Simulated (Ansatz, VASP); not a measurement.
## One calculation of Si, two programs

```
Si
1.0
     5.00826    0.00000    0.00000
     0.00000    3.62723    0.00000
    -1.59089    0.00000    6.69128
Si
6
Direct
  0.96746 0.50000 0.16515
  0.56367 0.50000 0.67486
  0.43633 0.50000 0.32514
  0.03254 0.50000 0.83485
  0.63704 0.00000 0.16925
  0.36296 0.00000 0.83075
```

Change from the starting cell: the structure that the rattled cell fell into.

Alike in both runs: task single point; functional PBE; k mesh 4 × 6 × 4; occupations gaussian, width 0.1 eV; no spin polarisation.

|  | VASP | Ansatz |
| --- | --- | --- |
| version | VASP 6.6.1 | Ansatz 0.2.0 |
| potentials or method | VASP PAW PBE potentials, release 64 (Si), cutoff 520 eV | scalar-relativistic, plane waves, PAW |
| valence electrons in the cell | 24 | 24 |

VASP gave:

| Quantity | Value |
| --- | --- |
| gap on the k mesh at the Fermi level (eV) | none |
| pressure (GPa) | 0.0 |
| traceless stress, the component that is largest in VASP (GPa) | -0.61 |
| rms of the force components (eV/Å) | 0.030 |

Estimate Ansatz's values.

gap on the k mesh at the Fermi level (eV): none; pressure (GPa): 0.1; traceless stress, the component that is largest in VASP (GPa): -0.61; rms of the force components (eV/Å): 0.030.

Atom by atom the forces differ by 0.001 eV/Å (rms over components). A gap of «none» marks a metal or a gap that the smearing closes.
